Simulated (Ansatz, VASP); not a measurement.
# One calculation of Zr2H3, two programs

Contents of INCAR:

```
SYSTEM = Zr2H3
PREC = Accurate ; ENCUT = 520
EDIFF = 1E-6 ; ISMEAR = 0
SIGMA = 0.1 ; LREAL = .FALSE.
LASPH = .TRUE. ; NELM = 80
ALGO = Normal ; ISIF = 2
LWAVE = .FALSE. ; LCHARG = .FALSE.
GGA = PE ; NBANDS = 22
```

Contents of KPOINTS:

```
regular mesh
0
G
  6 6 4
  0 0 0
```

POSCAR

```
Zr2H3
1.0
    3.3741957700      0.0000000000      0.0000000000
   -1.6870978800      2.9221392500      0.0000000000
    0.0000000000      0.0000000000      6.2507765900
Zr H
2 3
Direct
    0.3333333300      0.6666666700      0.7658307500
    0.6666666700      0.3333333300      0.2341692500
    0.5000000000      0.0000000000      0.5000000000
    0.0000000000      0.5000000000      0.5000000000
    0.5000000000      0.5000000000      0.5000000000
```

Input for Ansatz:

```yaml
crystal:
  lattice:
    - [3.37419577, 0.0, 0.0]
    - [-1.68709788, 2.92213925, 0.0]
    - [0.0, 0.0, 6.25077659]
  atoms:
    - { symbol: Zr, position: [0.33333333, 0.66666667, 0.76583075] }
    - { symbol: Zr, position: [0.66666667, 0.33333333, 0.23416925] }
    - { symbol: H, position: [0.5, 0.0, 0.5] }
    - { symbol: H, position: [0.0, 0.5, 0.5] }
    - { symbol: H, position: [0.5, 0.5, 0.5] }
basis:
  ecutwfc: 420
kpoints:
  mp_grid: { grid: [6, 6, 4] }
hamiltonian:
  xc: pbe
scf:
  occupations: { method: gaussian, width: 0.1 }
  lower_state_search: "off"
output:
  forces: true
  stress: true
  eigenvalues: true
```

Alike in both runs: task single point; functional PBE; k mesh 6 × 6 × 4; occupations gaussian, width 0.1 eV; no spin polarisation.

|  | VASP | Ansatz |
| --- | --- | --- |
| version | VASP 6.6.1 | Ansatz 0.2.0 |
| potentials or method | VASP PAW PBE potentials, release 64 (Zr_sv, H), cutoff 520 eV | scalar-relativistic, plane waves, PAW |
| valence electrons in the cell | 27 | 27 |

```csv
,VASP,Ansatz,Ansatz less VASP
gap on the k mesh at the Fermi level (eV),none,none,-
pressure (GPa),-1.8,-1.8,+0.06
"traceless stress, the component that is largest in VASP (GPa)",-17.22,-17.27,-0.049
rms of the force components (eV/Å),0.131,0.133,+0.0025
```

Atom by atom the forces differ by 0.002 eV/Å (rms over components). A gap of «none» marks a metal or a gap that the smearing closes.
